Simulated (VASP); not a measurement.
Set up this calculation in VASP 6.6.1, as the native input.

```yaml
Task: single point
Functional: r2SCAN
Potentials_or_basis: VASP PAW PBE potentials, release 64 (Hg)
Cutoff: 520 eV
k_mesh: 12 × 12 × 6
Occupations: fermi-dirac, width 0.02 eV
Spin: no spin polarisation
Dipole_correction: no
Further_INCAR_settings: ALGO = Normal; EDIFF = 1e-06; NBANDS = 19
```

The system is Hg.

```xyz
2
Lattice="3.2354 0.0000 0.0000 -1.6177 2.8019 0.0000 0.0000 0.0000 5.5382" Properties=species:S:1:pos:R:3 pbc="T T T"
Hg    1.6177    0.9340    4.1536
Hg    0.0000    1.8680    1.3845
```

One way to write it, as run:

POSCAR

```
Hg
1.0
    3.2354087780      0.0000000000      0.0000000000
   -1.6177043890      2.8019461933      0.0000000000
    0.0000000000      0.0000000000      5.5381944185
Hg
2
Direct
    0.6666666667      0.3333333333      0.7500000000
    0.3333333333      0.6666666667      0.2500000000
```

INCAR.step1

```
PREC = Accurate
ENCUT = 520
ISMEAR = -1
SIGMA = 0.02
LREAL = False
LASPH = True
NELM = 100
NBANDS = 19
GGA = PE
ALGO = Normal
EDIFF = 1E-4
LWAVE = True
LCHARG = False
```

INCAR.step2

```
PREC = Accurate
ENCUT = 520
EDIFF = 1E-6
ISMEAR = -1
SIGMA = 0.02
LREAL = False
LASPH = True
NELM = 100
ALGO = Normal
ISIF = 2
LWAVE = False
LCHARG = False
METAGGA = R2SCAN
LMIXTAU = True
NBANDS = 19
ISTART = 1
```

KPOINTS

```
Automatic mesh
0
Gamma
  12 12 6
```

Potentials or basis: VASP PAW PBE potentials, release 64 (Hg).

Run with:

```bash
$ cat potpaw_PBE.64/Hg/POTCAR > POTCAR
$ cp INCAR.step1 INCAR
$ mpirun -np 1 vasp_std > vasp.out
$ cp INCAR.step2 INCAR
$ mpirun -np 1 vasp_std > vasp.out
```

Results of the run:

```yaml
Pressure: 2.4 GPa
Band_gap_on_the_k_mesh: zero (bands 12 and 13 overlap by 1.30 eV)
```

Caveat: the PAW data sets were made with another functional, which shifts forces and pressure a little; spin-orbit coupling is left out, which moves the levels of the heavy elements.

Run time: 7 min on 1 thread of Oxide Virtual Turin-like Processor (shared host), peak memory 0.17 GiB.
